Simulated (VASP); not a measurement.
Crystal: SbAu3S3.

```
Sb S Au
1.0
     6.19999    0.00000    0.00000
    -3.09999    5.36935    0.00000
     0.00000    0.00000    5.02489
Sb S Au
1 3 3
Cartesian
  0.0000 0.0000 0.0000
  3.1000 0.0000 2.5124
  -1.5500 2.6847 2.5124
  1.5500 2.6847 2.5124
  0.0000 3.5796 0.1317
  3.1000 1.7898 4.8932
  0.0000 0.0000 2.5124
```

- Program: VASP 6.6.1
- Task: relaxation of cell and atoms
- Functional: PBE
- Potentials or basis: VASP PAW PBE potentials, release 64 (Sb, S, Au)
- Cutoff: 600 eV
- k mesh: 2 × 2 × 3
- Occupations: gaussian, width 0.15 eV
- Spin: no spin polarisation

At the start: pressure -7.6 GPa; volume 23.90 Å³/atom.

How do energy, volume and symmetry change on relaxing?

Over 13 steps the energy falls by 405.6 meV/atom and the volume is 19.69 Å³/atom (-17.6 %); space group P-3m1 (No. 164, to 0.05 Å).

Step by step:
```csv
step,energy change (eV),largest force (eV/Å),pressure (GPa),volume (Å³)
1,0.0000,0.2549,-7.64,167.28
2,-1.2922,0.1116,-0.46,140.99
3,-1.4353,0.0442,4.36,132.84
4,-2.1092,0.3144,6.22,126.75
5,-2.0265,0.0016,16.10,118.79
6,-2.2725,0.3002,9.38,123.25
7,-2.7217,0.2811,0.44,134.30
8,-2.7428,0.2688,-0.99,136.85
9,-2.7451,0.2612,-1.64,138.12
10,-2.8103,0.1604,-0.59,137.40
11,-2.8351,0.0280,0.59,136.63
12,-2.8353,0.0116,0.74,136.54
13,-2.8392,0.0135,0.11,137.85
```

Final structure:
```
Sb S Au
1.0
     5.16853    0.00000    0.00000
    -2.58427    4.47608    0.00000
     0.00000    0.00000    5.95859
Sb S Au
1 3 3
Direct
  0.00000 0.00000 0.00000
  0.50000 0.00000 0.50000
  0.00000 0.50000 0.50000
  0.50000 0.50000 0.50000
  0.33333 0.66667 0.03873
  0.66667 0.33333 0.96127
  0.00000 0.00000 0.50000
```

Caveat: the k points lie up to 0.70 Å⁻¹ apart in the final cell; the volume moved by over 15 % at a fixed basis, so the end points are rough; the relaxation stopped at a loose force limit of 0.08 eV/Å, so its end isn't a converged minimum.
